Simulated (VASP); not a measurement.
# TiO2 (I4_1/amd) in VASP: single point with LDA

Aim: the single point of TiO2 with LDA.

Everything below comes from runs of VASP 6.6.1. Logs are shortened: lines on timing, memory, paths and dates and some standing lists are left out, and cuts for length are marked.

## Step 1: The cell of the first run

The structure is tetragonal, space group I4_1/amd (No. 141). The conventional cell has a = 3.739 Å, b = 3.739 Å, c = 9.472 Å, α = 90.00°, β = 90.00°, γ = 90.00°. Within 2.5 Å of Ti (site symmetry -4m2) lie 6 O at 1.91 to 1.97 Å. Within 2.5 Å of O (site symmetry 2mm) lie 3 Ti at 1.91 to 1.97 Å and 2 O at 2.44 Å.

## Step 2: Single point, LDA

The input, INCAR:

```
ALGO     = Normal         # electronic algorithm
EDIFF    = 1E-7           # SCF threshold, eV
ENCUT    = 520            # plane-wave cutoff, eV
GGA      = CA             # functional
ISIF     = 2              # what is computed and relaxed
ISMEAR   = 0              # smearing method
LASPH    = True           # aspherical terms in the spheres
LCHARG   = False          # write CHGCAR
LREAL    = False          # projectors in reciprocal space
LWAVE    = False          # write WAVECAR
NBANDS   = 33             # bands
NELM     = 100            # most SCF steps
PREC     = Accurate       # precision mode
SIGMA    = 0.1            # smearing width, eV
```

The input, KPOINTS:

```
k-points
0
Gamma
  8 8 8
```

The input, POSCAR:

```
TiO2
1.0
   -1.8693404635      1.8693404635      4.7359124129
    1.8693404635     -1.8693404635      4.7359124129
    1.8693404635      1.8693404635     -4.7359124129
Ti O
2 4
Direct
    0.0000000000      0.0000000000      0.0000000000
    0.7500000000      0.2500000000      0.5000000000
    0.9577110523      0.4577110523      0.5000000000
    0.2077110523      0.2077110523      0.0000000000
    0.5422889477      0.0422889477      0.5000000000
    0.7922889477      0.7922889477      0.0000000000
```

Potentials or basis: VASP PAW LDA potentials, release 64 (Ti_sv, O).

Command:

```
$ cat potpaw_LDA.64/Ti_sv/POTCAR potpaw_LDA.64/O/POTCAR > POTCAR
$ mpirun -np 1 vasp_std > vasp.out
```

OUTCAR:

```text
EDIFF = 1E-7
   ENCUT = 520
   GGA = CA
   ISIF = 2
   ISMEAR = 0
   LASPH = True
   LREAL = False
   NELM = 100
   PREC = Accurate

 ion  position               nearest neighbor table
   1  0.000  0.000  0.000-   5 1.91   3 1.91   5 1.91   3 1.91   4 1.97   6 1.97
   2  0.750  0.250  0.500-   6 1.91   4 1.91   6 1.91   4 1.91   3 1.97   5 1.97
   3  0.958  0.458  0.500-   1 1.91   1 1.91   2 1.97
   4  0.208  0.208  0.000-   2 1.91   2 1.91   1 1.97
   5  0.542  0.042  0.500-   1 1.91   1 1.91   2 1.97
   6  0.792  0.792  0.000-   2 1.91   2 1.91   1 1.97

  LATTYP: Found a body centered tetragonal cell.
 ALAT       =     3.7386809270
 C/A-ratio  =     2.5334670197

  Lattice vectors:

 A1 = (  -1.8693404635,   1.8693404635,   4.7359124129)
 A2 = (   1.8693404635,  -1.8693404635,   4.7359124129)
 A3 = (   1.8693404635,   1.8693404635,  -4.7359124129)

Analysis of symmetry for initial positions (statically):
=====================================================================
 Subroutine PRICEL returns:
 Original cell was already a primitive cell.

 Routine SETGRP: Setting up the symmetry group for a
 body centered tetragonal supercell.

 Subroutine GETGRP returns: Found 16 space group operations
 (whereof  8 operations were pure point group operations)
 out of a pool of 16 trial point group operations.

The static configuration has the point symmetry D_2d.
 The point group associated with its full space group is D_4h.

Analysis of symmetry for dynamics (positions and initial velocities):
=====================================================================
 Subroutine PRICEL returns:
 Original cell was already a primitive cell.

 Routine SETGRP: Setting up the symmetry group for a
 body centered tetragonal supercell.

 Subroutine GETGRP returns: Found 16 space group operations
 (whereof  8 operations were pure point group operations)
 out of a pool of 16 trial point group operations.

The dynamic configuration has the point symmetry D_2d.
 The point group associated with its full space group is D_4h.

 Subroutine INISYM returns: Found 16 space group operations
 (whereof  8 operations are pure point group operations),
 and found     1 'primitive' translations

----------------------------------------------------------------------------------------

                                     Primitive cell

  volume of cell :      66.1973

  direct lattice vectors                    reciprocal lattice vectors
    -1.869340463  1.869340463  4.735912413     0.000000000  0.267474015  0.105576277
     1.869340463 -1.869340463  4.735912413     0.267474015  0.000000000  0.105576277
     1.869340463  1.869340463 -4.735912413     0.267474015  0.267474015  0.000000000

  length of vectors
     5.423811752  5.423811752  5.423811752     0.287556428  0.287556428  0.378265380

  position of ions in fractional coordinates (direct lattice)
     0.000000000  0.000000000  0.000000000
     0.750000000  0.250000000  0.500000000
     0.957711052  0.457711052  0.500000000
     0.207711052  0.207711052  0.000000000
     0.542288948  0.042288948  0.500000000
     0.792288948  0.792288948  0.000000000

  ion indices of the primitive-cell ions
   primitive index   ion index
                 1           1
                 2           2
                 3           3
                 4           4
                 5           5
                 6           6

----------------------------------------------------------------------------------------

 KPOINTS: k-points

Automatic generation of k-mesh.
 Grid dimensions read from file:
 generate k-points for:    8    8    8

 Generating k-lattice:

  Cartesian coordinates                     Fractional coordinates (reciprocal lattice)
     0.000000000  0.033434252  0.013197035     0.125000000  0.000000000  0.000000000
     0.033434252  0.000000000  0.013197035     0.000000000  0.125000000  0.000000000
     0.033434252  0.033434252  0.000000000     0.000000000  0.000000000  0.125000000

  Length of vectors
     0.035944553  0.035944553  0.047283173

  Shift w.r.t. Gamma in fractional coordinates (k-lattice)
     0.000000000  0.000000000  0.000000000

 Subroutine IBZKPT returns following result:
 ===========================================

 Found     59 irreducible k-points:

 Following reciprocal coordinates:
            Coordinates               Weight
  0.000000  0.000000  0.000000      1.000000
  0.125000  0.000000 -0.000000      8.000000
  0.250000  0.000000 -0.000000      8.000000
  0.375000  0.000000 -0.000000      8.000000
  0.500000  0.000000 -0.000000      4.000000
  0.125000  0.125000 -0.000000      8.000000
[... 16 lines left out ...]
  0.250000  0.125000  0.125000     16.000000
  0.375000  0.125000  0.125000      8.000000
 [... further k-points ...]
   k-points           NKPTS =     59   k-points in BZ     NKDIM =     59   number of bands    NBANDS=     33
   number of dos      NEDOS =    301   number of ions     NIONS =      6
   total plane-waves  NPLWV =  64000
   dimension x,y,z NGX =    40 NGY =   40 NGZ =   40
   dimension x,y,z NGXF=    80 NGYF=   80 NGZF=   80
   ions per type =               2   4
   NGX,Y,Z   is equivalent  to a cutoff of  12.26, 12.26, 12.26 a.u.
   NGXF,Y,Z  is equivalent  to a cutoff of  24.52, 24.52, 24.52 a.u.
 SYSTEM =  unknown system
   PREC   = accura    normal or accurate (medium, high low for compatibility)
   ISTART =      0    job   : 0-new  1-cont  2-samecut
   ICHARG =      2    charge: 1-file 2-atom 10-const
   ISPIN  =      1    spin polarized calculation?
   LNONCOLLINEAR =      F non collinear calculations
   LSORBIT =      F    spin-orbit coupling
   LASPH  =      T    aspherical Exc in radial PAW
   ENCUT  =  520.0 eV  38.22 Ry    6.18 a.u.  10.08 10.08 10.08*2*pi/ulx,y,z
   NELM   =    100;   NELMIN=  2; NELMDL= -5     # of ELM steps
   EDIFF  = 0.1E-06   stopping-criterion for ELM
   LREAL  =      F    real-space projection
   EDIFFG = 0.1E-05   stopping-criterion for IOM
   NSW    =      0    number of steps for IOM
   IBRION =     -1    ionic relax: 0-MD 1-quasi-New 2-CG
   NFREE  =      0    steps in history (QN), initial steepest desc. (CG)
   ISIF   =      2    stress and relaxation
   ISYM   =      2    0-nonsym 1-usesym 2-fastsym
   POTIM  = 0.5000    time-step for ionic-motion
   TEBEG  =    0.0;   TEEND  =   0.0 temperature during run
   PSTRESS=    0.0 pullay stress
   NELECT =      48.0000    total number of electrons
   NUPDOWN=      -1.0000    fix difference up-down
   EMIN   =  10.00;   EMAX   =-10.00  energy-range for DOS
   EFERMI =   0.00;   METHOD = LEGACY
   ISMEAR =     0;   SIGMA  =   0.10  broadening in eV -4-tet -1-fermi 0-gaus
   EFERMI_NEDOS =   21; number of points for ismear=-14 and -15
   IALGO  =     38    algorithm
   IMIX   =      4    mixing-type and parameters
     AMIX     =   0.40;   BMIX     =  1.00
     AMIX_MAG =   1.60;   BMIX_MAG =  1.00
  volume/ion in A,a.u.               =      11.03        74.45
  Fermi-wavevector in a.u.,A,eV,Ry     =   1.470760  2.779333 29.431231  2.163134
  Thomas-Fermi vector in A             =   2.585978
   LORBIT       =      0    0 simple, 1 ext, 2 COOP (PROOUT), +10 PAW based schemes
   GGA     = CA    functional components
   LHFCALC =     F    Hartree Fock is set to
   AEXX    =    0.0000 exact exchange contribution
   IVDW    =     0    specifies the selected vdW correction
   LEPSILON=     F    determine dielectric tensor
   LRPA    =     F    only Hartree local field effects (RPA)
 non-spin polarized calculation
 Gauss-broadening in eV      SIGMA  =   0.10
  energy-cutoff  :      520.00
  volume of cell :       66.20
 maximum number of plane-waves:      1798
   NGX = 21   NGY = 21   NGZ = 21

 number of electron      48.0000001 magnetization

 Free energy of the ion-electron system (eV)
  ---------------------------------------------------
  ext. energy  EPLUGINS =         0.00000000
  ---------------------------------------------------
  free energy    TOTEN  =       -58.83530043 eV

  energy without entropy =      -58.83530043  energy(sigma->0) =      -58.83530043

 E-fermi :   3.8949     XC(G=0): -11.4882

 val. band max:        3.3225502010   @ k =  -0.3750   0.3750   0.0000
 cond. band min:       5.4354798705   @ k =   0.0000   0.0000   0.0000
 fundamental gap:      2.1129296695
 Fermi energy:         3.8949102496

 k-point     1 :       0.0000    0.0000    0.0000
  band No.  band energies     occupation
      1     -52.1820      2.00000
      2     -52.1090      2.00000
      3     -29.1080      2.00000
      4     -28.8304      2.00000
      5     -28.8304      2.00000
      6     -28.7484      2.00000
[... 25 lines left out ...]
     32       8.9418      0.00000
     33       8.9960      0.00000

 k-point     2 :       0.1250    0.0000   -0.0000
  band No.  band energies     occupation
      1     -52.1795      2.00000
      2     -52.1107      2.00000
      3     -29.1029      2.00000
      4     -28.8537      2.00000
      5     -28.8321      2.00000
      6     -28.7582      2.00000
[... 25 lines left out ...]
     32       9.1209      0.00000
     33       9.3990      0.00000

 k-point     3 :       0.2500    0.0000   -0.0000
  band No.  band energies     occupation
      1     -52.1729      2.00000
      2     -52.1152      2.00000
      3     -29.0912      2.00000
      4     -28.9074      2.00000
      5     -28.8357      2.00000
      6     -28.7779      2.00000
[... 25 lines left out ...]
     32       9.5032      0.00000
     33       9.8776      0.00000

 k-point     4 :       0.3750    0.0000   -0.0000
  band No.  band energies     occupation
      1     -52.1649      2.00000
      2     -52.1212      2.00000
      3     -29.0796      2.00000
      4     -28.9611      2.00000
      5     -28.8389      2.00000
      6     -28.7899      2.00000
[... 673 lines left out ...]
     32      10.2503      0.00000
     33      10.6036      0.00000

 k-point    23 :       0.2500    0.1250    0.1250
  band No.  band energies     occupation
      1     -52.1584      2.00000
      2     -52.1247      2.00000
      3     -29.0791      2.00000
      4     -28.9853      2.00000
      5     -28.8809      2.00000
      6     -28.8297      2.00000
[... 25 lines left out ...]
     32      10.2898      0.00000
     33      10.8012      0.00000

 k-point    24 :       0.3750    0.1250    0.1250
  band No.  band energies     occupation
      1     -52.1540      2.00000
      2     -52.1283      2.00000
      3     -29.0731      2.00000
      4     -29.0073      2.00000
      5     -28.8831      2.00000
      6     -28.8368      2.00000
[... 25 lines left out ...]
     32      10.2551      0.00000
     33      10.8668      0.00000

 [... further k-points ...]
[... 5 lines left out ...]
  --------------------------------------------------------------------------------------
  -------------------------------------------------------------------------------------
  Total        0.4606266      0.4606266      0.4409887      0.0000000      0.0000000      0.0000000
  in kB       11.1485686     11.1485686     10.6732728      0.0000000      0.0000000      0.0000000
  external PRESSURE =      10.9901367 kB  Pullay stress =       0.0000000 kB

 VOLUME and BASIS-vectors are now :
 -----------------------------------------------------------------------------
  energy-cutoff  :      520.00
  volume of cell :       66.20
      direct lattice vectors                 reciprocal lattice vectors
    -1.869340463  1.869340463  4.735912413     0.000000000  0.267474015  0.105576277
     1.869340463 -1.869340463  4.735912413     0.267474015  0.000000000  0.105576277
     1.869340463  1.869340463 -4.735912413     0.267474015  0.267474015  0.000000000

 POSITION                                       TOTAL-FORCE (eV/Angst)
 -----------------------------------------------------------------------------------
      0.00000      0.00000      0.00000        -0.000000     -0.000000     -0.000000
      0.00000      1.86934      2.36796        -0.000000     -0.000000     -0.000000
      0.00000      1.86934      4.33536         0.000000      0.000000      0.041039
      0.00000      0.00000      1.96740         0.000000      0.000000      0.041039
      0.00000      1.86934      0.40055        -0.000000     -0.000000     -0.041039
      0.00000      0.00000      7.50442        -0.000000     -0.000000     -0.041039
 -----------------------------------------------------------------------------------
    total drift:                               -0.000000      0.000000     -0.000000

  FREE ENERGIE OF THE ION-ELECTRON SYSTEM (eV)
  ---------------------------------------------------
  free  energy   TOTEN  =       -58.8353004338 eV

  energy  without entropy=      -58.8353004338  energy(sigma->0) =      -58.83530043
```

Run time: 2.3 min. Hardware: 1 thread of Intel Xeon Platinum 8559C (Emerald Rapids), shared host; peak memory 0.25 GiB.

Results:

```
Free energy            : -58.8353 eV
Pressure               : 1.1 GPa
Largest force          : 0.041 eV/Å
Band gap on the k mesh : 2.11 eV, indirect (least direct gap 2.42 eV)
```

Forces on the atoms (eV/Å):
```
Ti   0.000  0.000  0.000
Ti   0.000  0.000  0.000
O    0.000  0.000  0.041
O    0.000  0.000  0.041
O    0.000  0.000 -0.041
O    0.000  0.000 -0.041
```

Levels at points of the mesh, in eV from the valence-band top:
| k point | band 22 | band 23 | band 24 | band 25 | band 26 | band 27 |
| --- | --- | --- | --- | --- | --- | --- |
| (0.00, 0.00, 0.00) | -0.73 | -0.46 | -0.46 | 2.11 | 2.91 | 4.15 |
| (0.50, 0.00, 0.00) | -0.99 | -0.77 | -0.61 | 3.33 | 3.68 | 3.68 |
| (0.50, 0.50, 0.00) | -2.13 | 0.00 | 0.00 | 3.43 | 3.43 | 3.96 |
| (0.50, 0.50, 0.50) | -1.24 | -0.07 | -0.07 | 2.49 | 2.49 | 3.91 |

A k mesh can miss the band edges. A hybrid or GW would open this gap; LDA tends to underestimate it.
